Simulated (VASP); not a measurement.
# KF in VASP: notebook, part 2 of 2

VASP 6.6.1. Earlier steps stand in the parts before.

**4. Single point, PBE (xy shear strain of -4 %)**

The input, INCAR:

```
PREC = Accurate ; ENCUT = 520
EDIFF = 1E-6 ; ISMEAR = -1
SIGMA = 0.01 ; LREAL = F
LASPH = T ; NELM = 100
ALGO = Normal ; ISIF = 2
LWAVE = F ; LCHARG = F
GGA = PE ; NBANDS = 15
```

The input, KPOINTS:

```
Automatic mesh
0
Gamma
  9 9 9
```

The input, POSCAR:

```
KF
1.0
   -0.0534700000      2.6735000000      2.6735000000
    2.6735000000     -0.0534700000      2.6735000000
    2.6200300000      2.6200300000      0.0000000000
K F
1 1
Direct
    0.0000000000      0.0000000000      0.0000000000
    0.5000000000      0.5000000000      0.5000000000
```

Potentials or basis: VASP PAW PBE potentials, release 64 (K_sv, F).

The run is started by

```sh
$ cat potpaw_PBE.64/K_sv/POTCAR potpaw_PBE.64/F/POTCAR > POTCAR
$ mpirun -np 1 vasp_std > vasp.out
```

OUTCAR:

```text
PREC = Accurate
   ENCUT = 520
   EDIFF = 1E-6
   ISMEAR = -1
   LREAL = F
   LASPH = T
   NELM = 100
   ISIF = 2
   GGA = PE

 ion  position               nearest neighbor table
   1  0.000  0.000  0.000-   2 2.67   2 2.67   2 2.67   2 2.67   2 2.67   2 2.67
   2  0.500  0.500  0.500-   1 2.67   1 2.67   1 2.67   1 2.67   1 2.67   1 2.67

  LATTYP: Found a body centered orthorhombic cell.
 ALAT       =     3.7052819598
 B/A-ratio  =     1.0408163265
 C/A-ratio  =     1.4430750636

  Lattice vectors:

 A1 = (   0.0534700000,  -2.6735000000,  -2.6735000000)
 A2 = (  -0.0534700000,   2.6735000000,  -2.6735000000)
 A3 = (   2.6735000000,  -0.0534700000,   2.6735000000)

Analysis of symmetry for initial positions (statically):
=====================================================================
 Subroutine PRICEL returns:
 Original cell was already a primitive cell.

 Routine SETGRP: Setting up the symmetry group for a
 body centered orthorhombic supercell.

 Subroutine GETGRP returns: Found  8 space group operations
[... 168 lines left out ...]
 fundamental gap:      6.1315592316
 Fermi energy:        -2.5764743309

 k-point     1 :       0.0000    0.0000    0.0000
  band No.  band energies     occupation
      1     -28.9548      2.00000
      2     -21.4613      2.00000
      3     -12.2131      2.00000
      4     -12.2065      2.00000
      5     -12.1967      2.00000
      6      -2.8232      2.00000
      7      -2.8064      2.00000
      8      -2.7838      2.00000
      9       3.3477      0.00000
     10       7.6695      0.00000
     11       7.8554      0.00000
     12       8.0682      0.00000
     13       9.5438      0.00000
     14       9.5458      0.00000
[... 401 lines left out ...]
      2     -21.4799      2.00000
      3     -12.7292      2.00000
      4     -12.4292      2.00000
      5     -12.3863      2.00000
      6      -3.0547      2.00000
      7      -2.8854      2.00000
      8      -2.8380      2.00000
      9       5.4391      0.00000
     10       7.2771      0.00000
     11       9.0762      0.00000
     12      10.7548      0.00000
     13      11.2145      0.00000
     14      11.2374      0.00000
     15      13.3076      0.00000

 [... further k-points ...]
[... 5 lines left out ...]
  --------------------------------------------------------------------------------------
  -------------------------------------------------------------------------------------
  Total        0.3236654      0.3236654      0.3171997      0.1245915      0.0000000      0.0000000
  in kB       13.5740704     13.5740704     13.3029054      5.2251896      0.0000000      0.0000000
  external PRESSURE =      13.4836821 kB  Pullay stress =       0.0000000 kB

 VOLUME and BASIS-vectors are now :
 -----------------------------------------------------------------------------
  energy-cutoff  :      520.00
  volume of cell :       38.20
      direct lattice vectors                 reciprocal lattice vectors
    -0.053470000  2.673500000  2.673500000    -0.183353686  0.183353686  0.187020759
     2.673500000 -0.053470000  2.673500000     0.183353686 -0.183353686  0.187020759
     2.620030000  2.620030000  0.000000000     0.190837509  0.190837509 -0.187020759

 POSITION                                       TOTAL-FORCE (eV/Angst)
 -----------------------------------------------------------------------------------
      0.00000      0.00000      0.00000         0.000000      0.000000      0.000000
      2.62003      2.62003      2.67350        -0.000000     -0.000000     -0.000000
 -----------------------------------------------------------------------------------
    total drift:                                0.000000      0.000000      0.000000

  FREE ENERGIE OF THE ION-ELECTRON SYSTEM (eV)
  ---------------------------------------------------
  free  energy   TOTEN  =        -8.2881622844 eV

  energy  without entropy=       -8.2881622844  energy(sigma->0) =       -8.28816228
```

OSZICAR:

```text
N       E                     dE             d eps       ncg     rms          rms(c)
DAV:   1     0.108153607922E+03    0.10815E+03   -0.82286E+03  3750   0.103E+03
DAV:   2    -0.504527350896E+01   -0.11320E+03   -0.10454E+03  4923   0.282E+02
DAV:   3    -0.943208762183E+01   -0.43868E+01   -0.43664E+01  4935   0.493E+01
DAV:   4    -0.955050183350E+01   -0.11841E+00   -0.11840E+00  4970   0.770E+00
DAV:   5    -0.955246422393E+01   -0.19624E-02   -0.19624E-02  5193   0.830E-01    0.632E+00
DAV:   6    -0.831913729125E+01    0.12333E+01   -0.35021E+00  3981   0.147E+01    0.401E+00
DAV:   7    -0.829040350400E+01    0.28734E-01   -0.66110E-02  4674   0.223E+00    0.225E+00
DAV:   8    -0.828591172257E+01    0.44918E-02   -0.51224E-02  4149   0.223E+00    0.196E-01
DAV:   9    -0.828747421222E+01   -0.15625E-02   -0.39084E-03  4989   0.518E-01    0.123E-01
DAV:  10    -0.828803584663E+01   -0.56163E-03   -0.47324E-04  4016   0.188E-01    0.614E-02
DAV:  11    -0.828816363451E+01   -0.12779E-03   -0.12874E-04  4037   0.951E-02    0.198E-02
DAV:  12    -0.828816214000E+01    0.14945E-05   -0.13131E-05  4577   0.358E-02    0.427E-03
DAV:  13    -0.828816228443E+01   -0.14443E-06   -0.21823E-06  4121   0.132E-02
   1 F= -.82881623E+01 E0= -.82881623E+01  d E =-.132287E-11
```

It took 31 s on 1 thread of AMD EPYC 9R45 (Zen 5), shared host; peak memory 0.17 GiB.

Results:

| Quantity | Value |
| --- | --- |
| Free energy | -8.2882 eV |
| Pressure | 1.3 GPa |
| Band gap on the k mesh | 6.13 eV |

Caveat: the cell differs from its parent crystal (xy shear strain of -4 %). A k mesh can miss the band edges.

**5. The runs side by side**

```tsv
cell	gap on the mesh (eV)	pressure (GPa)
a = 3.791, b = 3.791, c = 3.762 Å, angles 60.2, 60.2, 59.5°, 2 atoms, atomic positions A	6.15	1.4
a = 3.781 Å, angles 60.0°, 2 atoms, atomic positions B	6.16	1.6
a = 3.781, b = 3.781, c = 3.705 Å, angles 60.7, 60.7, 61.3°, 2 atoms, atomic positions A	6.13	1.3
```

Alike in all rows: task single point; level PBE; potentials or basis VASP PAW PBE potentials, release 64 (K_sv, F); no spin polarisation; k mesh 9 × 9 × 9; cutoff (eV) 520; smearing fermi-dirac 0.01 eV.

Total energies depend on the potentials used, so only differences within one code and one set of settings carry meaning.
